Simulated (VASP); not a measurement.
# TiSi16 (a cell with a defect) in VASP: a series of runs

TiSi16 (a cell with a defect) is run at these levels: PBEsol; tasks: single point.

All numbers are computed with VASP 6.6.1; they aren't measurements. Logs are shortened: lines on timing, memory, paths and dates and some standing lists are left out, and cuts for length are marked.

### 1 The cell of the first run

The cell holds a defect, 17 atoms: a = 7.679 Å, b = 7.679 Å, c = 7.679 Å, α = 60.00°, β = 60.00°, γ = 60.00°.

### 2 Single point, PBEsol

INCAR reads:

```
SYSTEM = TiSi16
PREC     = Accurate       ! precision mode
ENCUT    = 520            ! plane-wave cutoff, eV
EDIFF    = 1E-6           ! SCF threshold, eV
ISMEAR   = -1             ! smearing method
SIGMA    = 0.05           ! smearing width, eV
LREAL    = Auto         
LASPH    = .True.         ! aspherical terms in the spheres
NELM     = 100            ! most SCF steps
ALGO     = Normal         ! electronic algorithm
ISIF     = 2              ! what is computed and relaxed
LWAVE    = .False.        ! write WAVECAR
LCHARG   = .True.         ! write CHGCAR
GGA      = PS             ! functional
LELF     = .True.         ! ELF
LVHAR    = .True.       
NBANDS   = 52             ! bands
```

KPOINTS reads:

```
Automatic mesh
0
Gamma
  2 2 2
  0 0 0
```

POSCAR reads:

```
TiSi16
1.0
    0.0000000000      5.4300000000      5.4300000000
    5.4300000000      0.0000000000      5.4300000000
    5.4300000000      5.4300000000      0.0000000000
Si Ti
16 1
Direct
    0.0278176796      0.0276703499     -0.0308379374
    0.1046500921      0.0974309392      0.1979281768
   -0.0091988950     -0.0302854512      0.5650184162
    0.1943922652      0.1084622468      0.6120534070
   -0.0137937385      0.5022836096     -0.0774585635
    0.0057734807      0.6880755064      0.0988674033
   -0.0062338858      0.4724585635      0.4782596685
    0.1665653775      0.5947421731      0.5575966851
    0.4602670350     -0.0678545120      0.0400092081
    0.6333977901      0.0912246777      0.1118876611
    0.5452762431     -0.0662523020      0.5077255985
    0.6301565378      0.0238397790      0.6727348066
    0.3889963168      0.5046316759      0.0435451197
    0.6232136280      0.5767863720      0.1237476980
    0.5668876611      0.4619152855      0.4756169429
    0.6036832413      0.5846593002      0.6797790055
    0.3759392265      0.3298434622      0.8383701657
```

Potentials or basis: VASP PAW PBE potentials, release 64 (Si, Ti_sv).

Run with:

```bash
$ cat potpaw_PBE.64/Si/POTCAR potpaw_PBE.64/Ti_sv/POTCAR > POTCAR
$ mpirun -np 1 vasp_std > vasp.out
```

OUTCAR:

```text
SYSTEM = TiSi16
   PREC = Accurate
   ENCUT = 520
   EDIFF = 1E-6
   ISMEAR = -1
   LREAL = Auto
   LASPH = .True.
   NELM = 100
   ISIF = 2
   GGA = PS

 ion  position               nearest neighbor table
   1  0.028  0.028  0.969-   4 2.26   6 2.34   2 2.45  10 2.52
   2  0.105  0.097  0.198-   9 2.30   3 2.30   1 2.45   5 2.74  17 2.86
   3  0.991  0.970  0.565-   2 2.30  12 2.33   8 2.51   4 2.52
   4  0.194  0.108  0.612-  11 2.24   1 2.26   7 2.38   3 2.52
   5  0.986  0.502  0.923-   8 2.32  14 2.34  17 2.47   6 2.50   2 2.74
   6  0.006  0.688  0.099-   1 2.34  13 2.46   5 2.50   7 2.51  10 2.99
   7  0.994  0.472  0.478-   8 2.37   4 2.38  16 2.50   6 2.51
   8  0.167  0.595  0.558-   5 2.32   7 2.37   3 2.51  15 2.54  17 2.68
   9  0.460  0.932  0.040-  14 2.25   2 2.30  12 2.32  17 2.54  10 2.57
  10  0.633  0.091  0.112-  11 2.50   1 2.52   9 2.57  13 2.69  17 2.89   6 2.99
  11  0.545  0.934  0.508-  12 2.16  16 2.23   4 2.24  10 2.50
  12  0.630  0.024  0.673-  11 2.16   9 2.32   3 2.33  17 2.62  15 2.80
  13  0.389  0.505  0.044-  16 2.36   6 2.46  14 2.52  17 2.59  10 2.69
  14  0.623  0.577  0.124-   9 2.25  15 2.26   5 2.34  13 2.52
  15  0.567  0.462  0.476-  14 2.26  17 2.35  16 2.37   8 2.54  12 2.80
  16  0.604  0.585  0.680-  11 2.23  13 2.36  15 2.37   7 2.50  17 2.70
  17  0.376  0.330  0.838-  15 2.35   5 2.47   9 2.54  13 2.59  12 2.62   8 2.68  16 2.70   2 2.86
                            10 2.89

  LATTYP: Found a face centered cubic cell.
 ALAT       =    10.8600000000

  Lattice vectors:

 A1 = (   0.0000000000,   5.4300000000,   5.4300000000)
 A2 = (   5.4300000000,   0.0000000000,   5.4300000000)
 A3 = (   5.4300000000,   5.4300000000,   0.0000000000)

Analysis of symmetry for initial positions (statically):
=====================================================================
 Subroutine PRICEL returns:
 Original cell was already a primitive cell.

 Routine SETGRP: Setting up the symmetry group for a
 face centered cubic supercell.

 Subroutine GETGRP returns: Found  1 space group operations
 (whereof  1 operations were pure point group operations)
 out of a pool of 48 trial point group operations.

The static configuration has the point symmetry C_1 .

Analysis of symmetry for dynamics (positions and initial velocities):
=====================================================================
 Subroutine PRICEL returns:
 Original cell was already a primitive cell.

 Routine SETGRP: Setting up the symmetry group for a
 face centered cubic supercell.

 Subroutine GETGRP returns: Found  1 space group operations
 (whereof  1 operations were pure point group operations)
 out of a pool of 48 trial point group operations.

The dynamic configuration has the point symmetry C_1 .

 Subroutine INISYM returns: Found  1 space group operations
 (whereof  1 operations are pure point group operations),
 and found     1 'primitive' translations

----------------------------------------------------------------------------------------

                                     Primitive cell

  volume of cell :     320.2060

  direct lattice vectors                    reciprocal lattice vectors
     0.000000000  5.430000000  5.430000000    -0.092081031  0.092081031  0.092081031
     5.430000000  0.000000000  5.430000000     0.092081031 -0.092081031  0.092081031
     5.430000000  5.430000000  0.000000000     0.092081031  0.092081031 -0.092081031

  length of vectors
     7.679179644  7.679179644  7.679179644     0.159489025  0.159489025  0.159489025

  position of ions in fractional coordinates (direct lattice)
     0.027817680  0.027670350  0.969162063
     0.104650092  0.097430939  0.197928177
     0.990801105  0.969714549  0.565018416
     0.194392265  0.108462247  0.612053407
     0.986206262  0.502283610  0.922541436
     0.005773481  0.688075506  0.098867403
[... 9 lines left out ...]
     0.603683241  0.584659300  0.679779006
     0.375939227  0.329843462  0.838370166

  ion indices of the primitive-cell ions
   primitive index   ion index
                 1           1
                 2           2
                 3           3
                 4           4
                 5           5
                 6           6
[... 9 lines left out ...]
                16          16
                17          17

----------------------------------------------------------------------------------------

 KPOINTS: Automatic mesh

Automatic generation of k-mesh.
 Grid dimensions read from file:
 generate k-points for:    2    2    2

 Generating k-lattice:

  Cartesian coordinates                     Fractional coordinates (reciprocal lattice)
    -0.046040516  0.046040516  0.046040516     0.500000000  0.000000000  0.000000000
     0.046040516 -0.046040516  0.046040516     0.000000000  0.500000000  0.000000000
     0.046040516  0.046040516 -0.046040516     0.000000000  0.000000000  0.500000000

  Length of vectors
[... 40 lines left out ...]
   EDIFFG = 0.1E-04   stopping-criterion for IOM
   NSW    =      0    number of steps for IOM
   IBRION =     -1    ionic relax: 0-MD 1-quasi-New 2-CG
   NFREE  =      0    steps in history (QN), initial steepest desc. (CG)
   ISIF   =      2    stress and relaxation
   ISYM   =      2    0-nonsym 1-usesym 2-fastsym
   POTIM  = 0.5000    time-step for ionic-motion
   TEBEG  =    0.0;   TEEND  =   0.0 temperature during run
   PSTRESS=    0.0 pullay stress
   NELECT =      76.0000    total number of electrons
   NUPDOWN=      -1.0000    fix difference up-down
   EMIN   =  10.00;   EMAX   =-10.00  energy-range for DOS
   EFERMI =   0.00;   METHOD = LEGACY
   ISMEAR =    -1;   SIGMA  =   0.05  broadening in eV -4-tet -1-fermi 0-gaus
   EFERMI_NEDOS =   21; number of points for ismear=-14 and -15
   IALGO  =     38    algorithm
   IMIX   =      4    mixing-type and parameters
     AMIX     =   0.40;   BMIX     =  1.00
     AMIX_MAG =   1.60;   BMIX_MAG =  1.00
  volume/ion in A,a.u.               =      18.84       127.11
  Fermi-wavevector in a.u.,A,eV,Ry     =   1.013607  1.915439 13.978610  1.027399
  Thomas-Fermi vector in A             =   2.146786
   LORBIT       =      0    0 simple, 1 ext, 2 COOP (PROOUT), +10 PAW based schemes
   GGA     = PS    functional components
   LHFCALC =     F    Hartree Fock is set to
   AEXX    =    0.0000 exact exchange contribution
   IVDW    =     0    specifies the selected vdW correction
   LEPSILON=     F    determine dielectric tensor
   LRPA    =     F    only Hartree local field effects (RPA)
 non-spin polarized calculation
  energy-cutoff  :      520.00
  volume of cell :      320.21
 maximum number of plane-waves:      8646
 NGX is ok and might be reduce to    60
   NGX = 29   NGY = 29   NGZ = 29

 number of electron      76.0000001 magnetization

 Free energy of the ion-electron system (eV)
  ---------------------------------------------------
  ext. energy  EPLUGINS =         0.00000000
  ---------------------------------------------------
  free energy    TOTEN  =       -94.94501653 eV

  energy without entropy =      -94.87641067  energy(sigma->0) =      -94.91071360

 E-fermi :   6.7141     XC(G=0):  -9.9651

 val. band max:        6.6879768927   @ k =   0.0000   0.5000   0.5000
 cond. band min:       6.7314241563   @ k =   0.0000   0.5000   0.0000
 fundamental gap:      0.0434472636
 Fermi energy:         6.7141026033

 k-point     1 :       0.0000    0.0000    0.0000
  band No.  band energies     occupation
      1     -49.8260      2.00000
      2     -26.3322      2.00000
      3     -26.2672      2.00000
      4     -26.2096      2.00000
      5      -5.7367      2.00000
      6      -3.5729      2.00000
[... 42 lines left out ...]
     49       8.4520      0.00000
     50       8.5076      0.00000

 k-point     2 :       0.5000    0.0000    0.0000
  band No.  band energies     occupation
      1     -49.8260      2.00000
      2     -26.3322      2.00000
      3     -26.2672      2.00000
      4     -26.2096      2.00000
      5      -5.0565      2.00000
      6      -4.7745      2.00000
[... 310 lines left out ...]
 k-point     8 :       0.5000    0.0000    0.5000
  band No.  band energies     occupation
      1     -49.8260      2.00000
      2     -26.3322      2.00000
      3     -26.2672      2.00000
      4     -26.2096      2.00000
      5      -4.7728      2.00000
      6      -4.6249      2.00000
[... 42 lines left out ...]
     49       9.3568      0.00000
     50      10.0937      0.00000
 [bands above 50 left out]

------------------------ aborting loop because EDIFF is reached ----------------------------------------

  FORCE on cell =-STRESS in cart. coord.  units (eV):
  Direction    XX          YY          ZZ          XY          YZ          ZX
  --------------------------------------------------------------------------------------
  -------------------------------------------------------------------------------------
  Total       -0.1254212     -1.8836066     -1.4311010      0.6422459     -2.9848730     -1.5579643
  in kB       -0.6275552     -9.4247818     -7.1606324      3.2135306    -14.9350596     -7.7954033
  external PRESSURE =      -5.7376564 kB  Pullay stress =       0.0000000 kB

 VOLUME and BASIS-vectors are now :
 -----------------------------------------------------------------------------
  energy-cutoff  :      520.00
  volume of cell :      320.21
      direct lattice vectors                 reciprocal lattice vectors
     0.000000000  5.430000000  5.430000000    -0.092081031  0.092081031  0.092081031
     5.430000000  0.000000000  5.430000000     0.092081031 -0.092081031  0.092081031
     5.430000000  5.430000000  0.000000000     0.092081031  0.092081031 -0.092081031

 POSITION                                       TOTAL-FORCE (eV/Angst)
 -----------------------------------------------------------------------------------
      5.41280      5.41360      0.30130         1.675502      0.414892     -0.978441
      1.60380      1.64300      1.09730        -0.805827     -1.993265      0.591789
      8.33360      8.44810     10.64560        -0.679471      1.073893     -0.126341
      3.91240      4.37900      1.64450         0.302738     -1.759587     -1.031727
      7.73680     10.36450      8.08250         0.615888      0.676721     -0.614825
      4.27310      0.56820      3.76760        -0.595731      0.754441     -0.604181
[... 9 lines left out ...]
      6.86590      6.96920      6.45270        -1.264958      0.965175      0.075004
      6.34340      6.59370      3.83240         1.624341      1.303328     -0.763856
 -----------------------------------------------------------------------------------
    total drift:                                0.003527      0.012732     -0.015080

  FREE ENERGIE OF THE ION-ELECTRON SYSTEM (eV)
  ---------------------------------------------------
  free  energy   TOTEN  =       -94.9450165256 eV

  energy  without entropy=      -94.8764106673  energy(sigma->0) =      -94.91071360
```

Wall time 2.2 min (1 thread of Intel Xeon 6975P-C (Granite Rapids), shared host); peak memory 0.49 GiB.

Results:

```
Free energy            : -94.9450 eV
Pressure               : -0.6 GPa
Largest force          : 2.891 eV/Å
Band gap on the k mesh : zero (band 38 reaches 6.79 eV, above the bottom of band 39 at 6.42 eV)
```

Forces in eV/Å, atoms in the order of the input:
```
Si   1.676  0.415 -0.978
Si  -0.806 -1.993  0.592
Si  -0.679  1.074 -0.126
Si   0.303 -1.760 -1.032
Si   0.616  0.677 -0.615
Si  -0.596  0.754 -0.604
Si   0.434 -0.439  0.284
Si   0.476 -0.404  0.814
Si   0.413  0.714  0.905
Si  -0.092 -0.192  0.088
Si  -1.822 -2.144  0.665
Si   1.531  0.663  1.863
Si  -0.346  1.171  0.213
Si  -1.168 -0.795 -0.571
Si  -0.299 -0.010 -0.809
Si  -1.265  0.965  0.075
Ti   1.624  1.303 -0.764
```

Levels at points of the mesh, in eV from the Fermi level:
```
           k point  band 36  band 37  band 38  band 39  band 40  band 41
(0.00, 0.00, 0.00)    -0.81    -0.56    -0.34    -0.30     0.04     0.19
(0.50, 0.00, 0.00)    -0.63    -0.36    -0.15    -0.09     0.48     0.64
(0.00, 0.50, 0.00)    -0.80    -0.31     0.02     0.07     0.28     0.33
(0.00, 0.00, 0.50)    -0.69    -0.41    -0.29     0.24     0.34     0.53
(0.50, 0.50, 0.50)    -0.86    -0.35    -0.09     0.04     0.26     0.49
(0.50, 0.50, 0.00)    -1.04    -0.38     0.08     0.41     0.77     0.90
(0.00, 0.50, 0.50)    -1.07    -0.65    -0.03     0.63     0.78     0.99
(0.50, 0.00, 0.50)    -1.19    -0.38     0.05     0.50     0.74     0.86
```

Caveat: the k points lie up to 0.50 Å⁻¹ apart; the PAW data sets were made with another functional, which shifts forces and pressure a little.

### 3 Single point, PBEsol

INCAR reads:

```
ALGO = Normal ; EDIFF = 1E-6
ENCUT = 520 ; GGA = PS
ISIF = 2 ; ISMEAR = -1
LASPH = T ; LCHARG = F
LREAL = Auto ; LWAVE = F
NBANDS = 52 ; NELM = 80
PREC = Accurate ; SIGMA = 0.05
```

KPOINTS reads:

```
k-points
0
Gamma
  2 2 2
```

POSCAR reads:

```
TiSi16
1.0
    0.0000000000      5.4300000000      5.4300000000
    5.4300000000      0.0000000000      5.4300000000
    5.4300000000      5.4300000000      0.0000000000
Si Ti
16 1
Direct
   -0.0832965009      0.0233885820      0.0611418048
    0.1684530387     -0.0195764273      0.2156353591
   -0.0162338858     -0.0435635359      0.5994935543
    0.1084622468      0.1588858195      0.6202486188
   -0.0452486188      0.3968324125      0.0479558011
    0.0280110497      0.6551012891      0.1225046041
    0.0082780847      0.5491068140      0.4978545120
    0.1283885820      0.5847421731      0.6854972376
    0.5430386740     -0.0363535912      0.0174953959
    0.5947790055      0.1847605893      0.2419981584
    0.5179189687     -0.0656537753      0.5130570902
    0.6183701657      0.1307090239      0.6127348066
    0.3474217311      0.5000184162      0.1699079190
    0.6399723757      0.6452394107     -0.0157182320
    0.5367127072      0.5205248619      0.4995672192
    0.6280018416      0.5834714549      0.7092173112
    0.4080847145      0.3298342541      0.8783793738
```

Potentials or basis: VASP PAW PBE potentials, release 64 (Si, Ti_sv).

Run with:

```bash
$ cat potpaw_PBE.64/Si/POTCAR potpaw_PBE.64/Ti_sv/POTCAR > POTCAR
$ mpirun -np 1 vasp_std > vasp.out
```

Wall time 2.2 min (1 thread of Intel Xeon 6975P-C (Granite Rapids), shared host); peak memory 0.49 GiB.

The run converged. Its results:

```
Free energy            : -92.6265 eV
Pressure               : -0.4 GPa
Largest force          : 3.821 eV/Å
Band gap on the k mesh : zero (band 38 reaches 6.62 eV, above the bottom of band 39 at 6.44 eV)
```

Forces on the atoms (eV/Å):
```
Si  -1.998  0.405  2.272
Si   0.550 -0.906  0.190
Si  -0.488 -1.170  0.131
Si   0.545  1.498  0.016
Si   0.158  1.467  0.579
Si  -0.513 -0.510 -1.457
Si  -1.599 -1.023 -1.278
Si   0.438  0.844  1.006
Si  -0.502  0.573 -0.600
Si  -0.018 -1.421  1.785
Si   1.998  0.771 -3.164
Si  -0.543  0.340 -0.192
Si   0.256 -0.058  1.557
Si  -0.354 -0.249 -0.684
Si  -0.924 -1.252  0.049
Si   0.214  1.153  0.171
Ti   2.780 -0.462 -0.380
```

Stress tensor (GPa, compression positive):
```
-1.70 -0.26  0.61
-0.26  0.61 -2.95
 0.61 -2.95  0.01
```

Levels at points of the mesh, in eV from the Fermi level:
```tsv
k point	band 36	band 37	band 38	band 39	band 40	band 41
(0.00, 0.00, 0.00)	-0.58	-0.45	-0.31	0.17	0.32	0.43
(0.50, 0.00, 0.00)	-0.67	-0.36	-0.27	0.00	0.33	0.72
(0.00, 0.50, 0.00)	-0.49	-0.46	-0.27	-0.12	0.08	0.84
(0.00, 0.00, 0.50)	-0.63	-0.33	-0.04	0.06	0.27	0.58
(0.50, 0.50, 0.50)	-0.75	-0.32	-0.26	0.19	0.53	0.56
(0.50, 0.50, 0.00)	-0.66	-0.38	-0.20	0.31	0.68	0.91
(0.00, 0.50, 0.50)	-0.63	-0.33	0.06	0.73	0.76	0.96
(0.50, 0.00, 0.50)	-0.80	-0.42	0.06	0.45	0.57	0.75
```

Caveat: the k points lie up to 0.50 Å⁻¹ apart; the PAW data sets were made with another functional, which shifts forces and pressure a little.

### 4 Single point, PBEsol

INCAR reads:

```
PREC = Accurate ; ENCUT = 520
EDIFF = 1E-7 ; ISMEAR = -1
SIGMA = 0.05 ; LREAL = Auto
LASPH = T ; NELM = 80
ALGO = Normal ; ISIF = 2
LWAVE = F ; LCHARG = F
GGA = PS ; NBANDS = 52
```

KPOINTS reads:

```
Automatic mesh
0
Gamma
  2 2 2
```

POSCAR reads:

```
TiSi16
1.0
    0.0000000000      5.4300000000      5.4300000000
    5.4300000000      0.0000000000      5.4300000000
    5.4300000000      5.4300000000      0.0000000000
Si Ti
16 1
Direct
   -0.0769889503      0.1197697974      0.0256998158
    0.2082504604      0.0229834254      0.1993001842
    0.0260497238     -0.0992909761      0.6156998158
    0.1371086556      0.0654511971      0.6986003683
   -0.0786003683      0.2683057090      0.4299631676
    0.0454419890      0.6361970534      0.1137661142
    0.0568324125      0.4347882136      0.5090976059
    0.1941620626      0.4933149171      0.6682136280
    0.5892725599     -0.1187384899      0.0534346225
    0.5857826888      0.1741252302      0.2323756906
    0.5380386740     -0.0735451197      0.6093462247
    0.6305248619      0.1229926335      0.6922559853
    0.5334162063      0.5452578269      0.0134530387
    0.8765101289      0.6123112339     -0.0917403315
    0.5194935543      0.6194935543      0.4098066298
    0.7142909761      0.5732044199      0.5747697974
    0.3666022099      0.3399723757      0.9822744015
```

Run with:

```bash
$ cat potpaw_PBE.64/Si/POTCAR potpaw_PBE.64/Ti_sv/POTCAR > POTCAR
$ mpirun -np 1 vasp_std > vasp.out
```

Wall time 2.4 min (1 thread of Intel Xeon 6975P-C (Granite Rapids), shared host); peak memory 0.5 GiB.

It converged, with:

| Quantity | Value |
| --- | --- |
| Free energy | -91.1379 eV |
| Pressure | -2.1 GPa |
| Largest force | 3.044 eV/Å |
| Band gap on the k mesh | zero (band 38 reaches 6.80 eV, above the bottom of band 39 at 6.56 eV) |

Forces in eV/Å, atoms in the order of the input:
```
Si  -0.544  2.005  0.962
Si   0.631 -1.147 -1.099
Si  -1.456  0.050 -0.719
Si  -0.406  1.270  0.767
Si  -0.819 -1.532  0.412
Si   0.624  0.003  0.085
Si  -1.434  0.311  1.273
Si  -0.555  1.716  1.910
Si   1.341  0.074 -0.037
Si   0.122 -0.270 -1.501
Si   0.252 -0.938 -0.034
Si   0.333 -0.338  0.075
Si  -0.209 -0.036  0.714
Si   0.391  0.190 -0.995
Si  -0.568 -1.554 -1.171
Si   2.977  0.169 -0.612
Ti  -0.678  0.026 -0.028
```

Stress tensor (GPa, compression positive):
```
-1.73 -0.72  0.27
-0.72 -1.70  1.13
 0.27  1.13 -2.90
```

Levels at points of the mesh, in eV from the Fermi level:
```
           k point  band 36  band 37  band 38  band 39  band 40  band 41
(0.00, 0.00, 0.00)    -0.51    -0.23    -0.09     0.03     0.20     0.25
(0.50, 0.00, 0.00)    -0.69    -0.21     0.06     0.16     0.35     0.52
(0.00, 0.50, 0.00)    -0.48    -0.35    -0.06     0.00     0.37     0.76
(0.00, 0.00, 0.50)    -0.63    -0.51    -0.20    -0.04     0.19     0.34
(0.50, 0.50, 0.50)    -0.70    -0.48    -0.19    -0.06     0.17     0.24
(0.50, 0.50, 0.00)    -0.48    -0.36    -0.15     0.27     0.60     0.72
(0.00, 0.50, 0.50)    -0.45    -0.24    -0.08     0.29     0.55     0.65
(0.50, 0.00, 0.50)    -0.60    -0.16     0.18     0.21     0.25     0.58
```

Caveat: the k points lie up to 0.50 Å⁻¹ apart; the PAW data sets were made with another functional, which shifts forces and pressure a little.
